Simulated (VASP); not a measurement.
# Be3Ag (P-6m2) in VASP: a series of runs

The runs below take Be3Ag through single point, relaxation of cell and atoms, with PBEsol.

Program: VASP 6.6.1. These are calculated values, not measurements. Logs are shortened: lines on timing, memory, paths and dates and some standing lists are left out, and cuts for length are marked.

### Step 1. The cell of the first run

Symmetry: P-6m2, No. 187, hexagonal system. Conventional cell: a = 2.616 Å, b = 2.616 Å, c = 7.469 Å, α = 90.00°, β = 90.00°, γ = 120.00°. Be (site symmetry -6m2) has 12 Be at 2.27 to 2.62 Å within 3.0 Å. Within 3.0 Å of Be (site symmetry 3m) lie 9 Be at 2.27 to 2.62 Å and 3 Ag at 2.54 Å. Within 3.3 Å of Ag (site symmetry -6m2) lie 6 Be at 2.54 Å and 6 Ag at 2.62 Å.

### Step 2. Single point, PBEsol

INCAR

```
SYSTEM = Be3Ag
PREC = Accurate ; ENCUT = 520
EDIFF = 1E-6 ; ISMEAR = 0
SIGMA = 0.1 ; LREAL = .FALSE.
LASPH = .TRUE. ; NELM = 100
ALGO = Fast ; ISIF = 2
LWAVE = .FALSE. ; LCHARG = .TRUE.
GGA = PS ; LELF = .TRUE.
LVHAR = .TRUE. ; NBANDS = 16
```

KPOINTS

```
Automatic mesh
0
G
  9 9 4
  0 0 0
```

POSCAR

```
Be3Ag
1.0
    2.6164358249      0.0000000000      0.0000000000
   -1.3082179125      2.2658998917      0.0000000000
    0.0000000000      0.0000000000      7.4688063984
Be Ag
3 1
Direct
    0.0000000000      0.0000000000      0.5000000000
    0.6666666667      0.3333333333      0.2728542680
    0.6666666667      0.3333333333      0.7271457320
    0.0000000000      0.0000000000      0.0000000000
```

Potentials or basis: VASP PAW PBE potentials, release 64 (Be, Ag).

Run with:

```bash
$ cat potpaw_PBE.64/Be/POTCAR potpaw_PBE.64/Ag/POTCAR > POTCAR
$ mpirun -np 1 vasp_std > vasp.out
```

OUTCAR:

```text
SYSTEM = Be3Ag
   PREC = Accurate
   ENCUT = 520
   EDIFF = 1E-6
   ISMEAR = 0
   LREAL = .FALSE.
   LASPH = .TRUE.
   NELM = 100
   ISIF = 2
   GGA = PS

 ion  position               nearest neighbor table
   1  0.000  0.000  0.500-   2 2.27   3 2.27   2 2.27   3 2.27   2 2.27   3 2.27
   2  0.667  0.333  0.273-   1 2.27   1 2.27   1 2.27   4 2.54   4 2.54   4 2.54
   3  0.667  0.333  0.727-   1 2.27   1 2.27   1 2.27   4 2.54   4 2.54   4 2.54
   4  0.000  0.000  0.000-   2 2.54   3 2.54   2 2.54   3 2.54   2 2.54   3 2.54

  LATTYP: Found a hexagonal cell.
 ALAT       =     2.6164358249
 C/A-ratio  =     2.8545727464

  Lattice vectors:

 A1 = (   2.6164358249,   0.0000000000,   0.0000000000)
 A2 = (  -1.3082179125,   2.2658998917,   0.0000000000)
 A3 = (   0.0000000000,   0.0000000000,   7.4688063984)

Analysis of symmetry for initial positions (statically):
=====================================================================
 Subroutine PRICEL returns:
 Original cell was already a primitive cell.

 Routine SETGRP: Setting up the symmetry group for a
 hexagonal supercell.

 Subroutine GETGRP returns: Found 12 space group operations
 (whereof 12 operations were pure point group operations)
 out of a pool of 24 trial point group operations.

The static configuration has the point symmetry D_3h.

Analysis of symmetry for dynamics (positions and initial velocities):
=====================================================================
 Subroutine PRICEL returns:
 Original cell was already a primitive cell.

 Routine SETGRP: Setting up the symmetry group for a
 hexagonal supercell.

 Subroutine GETGRP returns: Found 12 space group operations
 (whereof 12 operations were pure point group operations)
 out of a pool of 24 trial point group operations.

The dynamic configuration has the point symmetry D_3h.

 Subroutine INISYM returns: Found 12 space group operations
 (whereof 12 operations are pure point group operations),
 and found     1 'primitive' translations

----------------------------------------------------------------------------------------

                                     Primitive cell

  volume of cell :      44.2794

  direct lattice vectors                    reciprocal lattice vectors
     2.616435825  0.000000000  0.000000000     0.382199323  0.220662882  0.000000000
    -1.308217912  2.265899892  0.000000000     0.000000000  0.441325764  0.000000000
     0.000000000  0.000000000  7.468806398     0.000000000  0.000000000  0.133890202

  length of vectors
     2.616435825  2.616435825  7.468806398     0.441325764  0.441325764  0.133890202

  position of ions in fractional coordinates (direct lattice)
     0.000000000  0.000000000  0.500000000
     0.666666667  0.333333333  0.272854268
     0.666666667  0.333333333  0.727145732
     0.000000000  0.000000000  0.000000000

  ion indices of the primitive-cell ions
   primitive index   ion index
                 1           1
                 2           2
                 3           3
                 4           4

----------------------------------------------------------------------------------------

 KPOINTS: Automatic mesh

Automatic generation of k-mesh.
 Grid dimensions read from file:
 generate k-points for:    9    9    4

 Generating k-lattice:

  Cartesian coordinates                     Fractional coordinates (reciprocal lattice)
     0.042466591  0.024518098  0.000000000     0.111111111 -0.000000000  0.000000000
     0.000000000  0.049036196  0.000000000     0.000000000  0.111111111  0.000000000
     0.000000000  0.000000000  0.033472551     0.000000000  0.000000000  0.250000000

  Length of vectors
     0.049036196  0.049036196  0.033472551

  Shift w.r.t. Gamma in fractional coordinates (k-lattice)
     0.000000000  0.000000000  0.000000000

 Subroutine IBZKPT returns following result:
 ===========================================

 Found     36 irreducible k-points:

 Following reciprocal coordinates:
            Coordinates               Weight
  0.000000  0.000000  0.000000      1.000000
  0.111111  0.000000  0.000000      6.000000
  0.222222  0.000000  0.000000      6.000000
  0.333333 -0.000000  0.000000      6.000000
  0.444444  0.000000  0.000000      6.000000
  0.111111  0.111111  0.000000      6.000000
[... 16 lines left out ...]
  0.333333  0.222222  0.250000     24.000000
  0.333333  0.333333  0.250000      4.000000
 [... further k-points ...]
   k-points           NKPTS =     36   k-points in BZ     NKDIM =     36   number of bands    NBANDS=     16
   number of dos      NEDOS =    301   number of ions     NIONS =      4
   total plane-waves  NPLWV =  22400
   dimension x,y,z NGX =    20 NGY =   20 NGZ =   56
   dimension x,y,z NGXF=    40 NGYF=   40 NGZF=  112
   ions per type =               3   1
   NGX,Y,Z   is equivalent  to a cutoff of  12.71, 12.71, 12.46 a.u.
   NGXF,Y,Z  is equivalent  to a cutoff of  25.42, 25.42, 24.93 a.u.
 SYSTEM =  Be3Ag
   PREC   = accura    normal or accurate (medium, high low for compatibility)
   ISTART =      0    job   : 0-new  1-cont  2-samecut
   ICHARG =      2    charge: 1-file 2-atom 10-const
   ISPIN  =      1    spin polarized calculation?
   LNONCOLLINEAR =      F non collinear calculations
   LSORBIT =      F    spin-orbit coupling
   LASPH  =      T    aspherical Exc in radial PAW
   ENCUT  =  520.0 eV  38.22 Ry    6.18 a.u.   4.86  4.86 13.89*2*pi/ulx,y,z
   NELM   =    100;   NELMIN=  2; NELMDL= -5     # of ELM steps
   EDIFF  = 0.1E-05   stopping-criterion for ELM
   LREAL  =      F    real-space projection
   EDIFFG = 0.1E-04   stopping-criterion for IOM
   NSW    =      0    number of steps for IOM
   IBRION =     -1    ionic relax: 0-MD 1-quasi-New 2-CG
   NFREE  =      0    steps in history (QN), initial steepest desc. (CG)
   ISIF   =      2    stress and relaxation
   ISYM   =      2    0-nonsym 1-usesym 2-fastsym
   POTIM  = 0.5000    time-step for ionic-motion
   TEBEG  =    0.0;   TEEND  =   0.0 temperature during run
   PSTRESS=    0.0 pullay stress
   NELECT =      17.0000    total number of electrons
   NUPDOWN=      -1.0000    fix difference up-down
   EMIN   =  10.00;   EMAX   =-10.00  energy-range for DOS
   EFERMI =   0.00;   METHOD = LEGACY
   ISMEAR =     0;   SIGMA  =   0.10  broadening in eV -4-tet -1-fermi 0-gaus
   EFERMI_NEDOS =   21; number of points for ismear=-14 and -15
   IALGO  =     68    algorithm
   IMIX   =      4    mixing-type and parameters
     AMIX     =   0.40;   BMIX     =  1.00
     AMIX_MAG =   1.60;   BMIX_MAG =  1.00
  volume/ion in A,a.u.               =      11.07        74.70
  Fermi-wavevector in a.u.,A,eV,Ry     =   1.189845  2.248481 19.262198  1.415732
  Thomas-Fermi vector in A             =   2.325943
   LORBIT       =      0    0 simple, 1 ext, 2 COOP (PROOUT), +10 PAW based schemes
   GGA     = PS    functional components
   LHFCALC =     F    Hartree Fock is set to
   AEXX    =    0.0000 exact exchange contribution
   IVDW    =     0    specifies the selected vdW correction
   LEPSILON=     F    determine dielectric tensor
   LRPA    =     F    only Hartree local field effects (RPA)
 non-spin polarized calculation
 RMM-DIIS sequential band-by-band and
 Gauss-broadening in eV      SIGMA  =   0.10
  energy-cutoff  :      520.00
  volume of cell :       44.28
 maximum number of plane-waves:      1218
 NGX is ok and might be reduce to    20
   NGX =  9   NGY =  9   NGZ = 27

 number of electron      16.9999997 magnetization

 Free energy of the ion-electron system (eV)
  ---------------------------------------------------
  ext. energy  EPLUGINS =         0.00000000
  ---------------------------------------------------
  free energy    TOTEN  =       -14.18307689 eV

  energy without entropy =      -14.18017201  energy(sigma->0) =      -14.18162445

 E-fermi :   6.9656     XC(G=0): -11.0290

 val. band max:        6.8960304355   @ k =   0.1111   0.1111   0.0000
 cond. band min:       7.0667397035   @ k =   0.3333   0.1111   0.2500
 fundamental gap:      0.1707092680
 Fermi energy:         6.9655962069

 k-point     1 :       0.0000    0.0000    0.0000
  band No.  band energies     occupation
      1      -2.7272      2.00000
      2      -1.2397      2.00000
      3      -0.1680      2.00000
      4       0.6200      2.00000
      5       1.2013      2.00000
      6       1.2013      2.00000
[... 8 lines left out ...]
     15      19.3886      0.00000
     16      19.7091      0.00000

 k-point     2 :       0.1111    0.0000    0.0000
  band No.  band energies     occupation
      1      -2.3959      2.00000
      2      -0.8823      2.00000
      3      -0.0347      2.00000
      4       0.7952      2.00000
      5       1.0434      2.00000
      6       1.4760      2.00000
[... 8 lines left out ...]
     15      19.3996      0.00000
     16      20.3861      0.00000

 k-point     3 :       0.2222    0.0000    0.0000
  band No.  band energies     occupation
      1      -1.4979      2.00000
      2      -0.2617      2.00000
      3       0.1276      2.00000
      4       1.0881      2.00000
      5       1.3871      2.00000
      6       2.2215      2.00000
[... 8 lines left out ...]
     15      17.5518      0.00000
     16      20.1291      0.00000

 k-point     4 :       0.3333   -0.0000    0.0000
  band No.  band energies     occupation
      1      -0.7162      2.00000
      2      -0.0431      2.00000
      3       0.0447      2.00000
      4       1.8901      2.00000
      5       2.4098      2.00000
      6       3.0102      2.00000
[... 8 lines left out ...]
     15      16.5580      0.00000
     16      18.3242      0.00000

 k-point     5 :       0.4444    0.0000    0.0000
  band No.  band energies     occupation
      1      -0.9300      2.00000
      2      -0.2512      2.00000
      3       1.2195      2.00000
      4       2.2925      2.00000
      5       2.8378      2.00000
      6       3.8953      2.00000
[... 8 lines left out ...]
     15      15.7018      0.00000
     16      16.0218      0.00000

 k-point     6 :       0.1111    0.1111    0.0000
  band No.  band energies     occupation
      1      -1.7741      2.00000
      2      -0.2532      2.00000
      3       0.1188      2.00000
      4       0.7273      2.00000
      5       1.1740      2.00000
      6       2.1082      2.00000
[... 8 lines left out ...]
     15      18.5063      0.00000
     16      19.5304      0.00000
[... 267 lines left out ...]
 k-point    21 :       0.4444    0.1111    0.2500
  band No.  band energies     occupation
      1      -0.6607      2.00000
      2      -0.1688      2.00000
      3       1.5177      2.00000
      4       1.9646      2.00000
      5       3.0469      2.00000
      6       3.6395      2.00000
[... 8 lines left out ...]
     15      14.0742      0.00000
     16      16.7574      0.00000

 k-point    22 :       0.2222    0.2222    0.2500
  band No.  band energies     occupation
      1       0.0328      2.00000
      2       0.2743      2.00000
      3       0.7638      2.00000
      4       1.1730      2.00000
      5       1.7934      2.00000
      6       2.1724      2.00000
[... 8 lines left out ...]
     15      15.0751      0.00000
     16      15.8258      0.00000

 k-point    23 :       0.3333    0.2222    0.2500
  band No.  band energies     occupation
      1       0.1455      2.00000
      2       0.1647      2.00000
      3       1.3862      2.00000
      4       1.5848      2.00000
      5       1.8153      2.00000
      6       3.5841      2.00000
[... 8 lines left out ...]
     15      14.1188      0.00000
     16      15.0581      0.00000

 k-point    24 :       0.3333    0.3333    0.2500
  band No.  band energies     occupation
      1       0.6167      2.00000
      2       0.7352      2.00000
      3       0.9355      2.00000
      4       1.1521      2.00000
      5       1.7645      2.00000
      6       5.4393      2.00000
[... 8 lines left out ...]
     15      13.6225      0.00000
     16      14.3832      0.00000

 [... further k-points ...]

------------------------ aborting loop because EDIFF is reached ----------------------------------------

  FORCE on cell =-STRESS in cart. coord.  units (eV):
  Direction    XX          YY          ZZ          XY          YZ          ZX
  --------------------------------------------------------------------------------------
  -------------------------------------------------------------------------------------
  Total       -0.0577844     -0.0577844      0.0304306      0.0000000     -0.0000000     -0.0000000
  in kB       -2.0908326     -2.0908326      1.1010789      0.0000000     -0.0000000     -0.0000000
  external PRESSURE =      -1.0268621 kB  Pullay stress =       0.0000000 kB

 VOLUME and BASIS-vectors are now :
 -----------------------------------------------------------------------------
  energy-cutoff  :      520.00
  volume of cell :       44.28
      direct lattice vectors                 reciprocal lattice vectors
     2.616435825  0.000000000  0.000000000     0.382199323  0.220662882  0.000000000
    -1.308217912  2.265899892  0.000000000     0.000000000  0.441325764  0.000000000
     0.000000000  0.000000000  7.468806398     0.000000000  0.000000000  0.133890202

 POSITION                                       TOTAL-FORCE (eV/Angst)
 -----------------------------------------------------------------------------------
      0.00000      0.00000      3.73440        -0.000000      0.000000      0.000000
      1.30822      0.75530      2.03790         0.000000     -0.000000     -0.011853
      1.30822      0.75530      5.43091         0.000000      0.000000      0.011853
      0.00000      0.00000      0.00000        -0.000000      0.000000      0.000000
 -----------------------------------------------------------------------------------
    total drift:                               -0.000000      0.000000     -0.000000

  FREE ENERGIE OF THE ION-ELECTRON SYSTEM (eV)
  ---------------------------------------------------
  free  energy   TOTEN  =       -14.1830768904 eV

  energy  without entropy=      -14.1801720059  energy(sigma->0) =      -14.18162445
```

It took 15 s on 1 thread of Intel Xeon Platinum 8559C (Emerald Rapids), shared host; peak memory 0.16 GiB.

What came out:

```yaml
Free_energy: -14.1831 eV
Pressure: -0.1 GPa
Largest_force: 0.012 eV/Å
Band_gap_on_the_k_mesh: zero (an odd number of electrons rules out a gap without spin polarisation)
```

Forces in eV/Å, atoms in the order of the input:
```
Be   0.000  0.000  0.000
Be   0.000  0.000 -0.012
Be   0.000  0.000  0.012
Ag   0.000  0.000  0.000
```

Caveat: the PAW data sets were made with another functional, which shifts forces and pressure a little.

### Step 3. Relaxation of cell and atoms, PBEsol

This run uses another cell than the first one, of 10.32 Å³/atom.

INCAR

```
SYSTEM = Be3Ag
PREC = Accurate
ENCUT = 600
EDIFF = 1E-6
ISMEAR = 0
SIGMA = 0.1
LREAL = .FALSE.
LASPH = .TRUE.
NELM = 60
ALGO = Normal
ISIF = 3
LWAVE = .FALSE.
LCHARG = .FALSE.
GGA = PS
IBRION = 2
NSW = 100
EDIFFG = -0.05
```

KPOINTS

```
regular mesh
0
G
  9 9 4
  0 0 0
```

POSCAR

```
Be3Ag
1.0
    2.4850874565      0.0000000000      0.0000000000
   -1.2425437283      2.1521488680      0.0000000000
    0.0000000000      0.0000000000      7.7204161630
Be Ag
3 1
Direct
    0.0000000000      0.0000000000      0.5000000000
    0.6666666667      0.3333333333      0.2378099400
    0.6666666667      0.3333333333      0.7621900600
    0.0000000000      0.0000000000      0.0000000000
```

Potentials or basis: VASP PAW PBE potentials, release 64 (Be, Ag).

Run with:

```bash
$ cat potpaw_PBE.64/Be/POTCAR potpaw_PBE.64/Ag/POTCAR > POTCAR
$ mpirun -np 1 vasp_std > vasp.out
```

It took 86 s on 1 thread of Intel Xeon Platinum 8559C (Emerald Rapids), shared host; peak memory 0.18 GiB.

It converged, with:

```yaml
Free_energy: -14.1821 eV
Relaxed_volume: 11.08 Å³/atom
Relaxed_cell: a = 2.617 Å, b = 2.617 Å, c = 7.473 Å, α = 90.00°, β = 90.00°, γ = 120.00°
Space_group_after_relaxing_to_0.1_Å: P-6m2 (No. 187)
Energy_gained_by_relaxing: 224.0 meV/atom
Ionic_steps: 10
Pressure_after_relaxing: -0.2 GPa
Largest_force_after_relaxing: 0.025 eV/Å
Band_gap_on_the_k_mesh: zero (an odd number of electrons rules out a gap without spin polarisation)
```

Forces on the atoms (eV/Å):
```
Be   0.000  0.000  0.000
Be   0.000  0.000 -0.025
Be   0.000  0.000  0.025
Ag   0.000  0.000  0.000
```

Stress tensor (GPa, compression positive):
```
-0.27  0.00  0.00
 0.00 -0.27  0.00
 0.00  0.00  0.04
```

The path:
| step | energy change (eV) | largest force (eV/Å) | pressure (GPa) | volume (Å³) |
| --- | --- | --- | --- | --- |
| 1 | 0.0000 | 2.3597 | 20.62 | 41.29 |
| 2 | -0.5484 | 0.7306 | -10.00 | 49.72 |
| 3 | -0.5900 | 0.9967 | -5.22 | 47.62 |
| 4 | -0.7686 | 0.7777 | -3.52 | 46.25 |
| 5 | -0.8683 | 0.1723 | 0.97 | 43.90 |
| 6 | -0.8719 | 0.2887 | 0.17 | 44.26 |
| 7 | -0.8923 | 0.0721 | 0.19 | 44.17 |
| 8 | -0.8955 | 0.0426 | 0.33 | 44.11 |
| 9 | -0.8955 | 0.0484 | 0.34 | 44.11 |
| 10 | -0.8962 | 0.0249 | -0.16 | 44.32 |

Final structure:
```yaml
crystal:
  lattice:
    - [2.61676, 0.00000, 0.00000]
    - [-1.30838, 2.26618, 0.00000]
    - [0.00000, 0.00000, 7.47295]
  atoms:
    - { symbol: Be, position: [0.00000, 0.00000, 0.50000] }
    - { symbol: Be, position: [0.66667, 0.33333, 0.27309] }
    - { symbol: Be, position: [0.66667, 0.33333, 0.72691] }
    - { symbol: Ag, position: [0.00000, 0.00000, 0.00000] }
```

Levels at points of the mesh, in eV from the Fermi level:
| k point | band 7 | band 8 | band 9 | band 10 | band 11 | band 12 |
| --- | --- | --- | --- | --- | --- | --- |
| (0.00, 0.00, 0.00) | -4.13 | -4.13 | -1.81 | 3.77 | 10.99 | 10.99 |
| (0.00, 0.00, 0.50) | -4.13 | -4.13 | -3.85 | 6.96 | 7.05 | 11.01 |

Caveat: the PAW data sets were made with another functional, which shifts forces and pressure a little; the relaxation stopped at a loose force limit of 0.05 eV/Å, so its end isn't a converged minimum.

(Continued in part 2 of 2.)
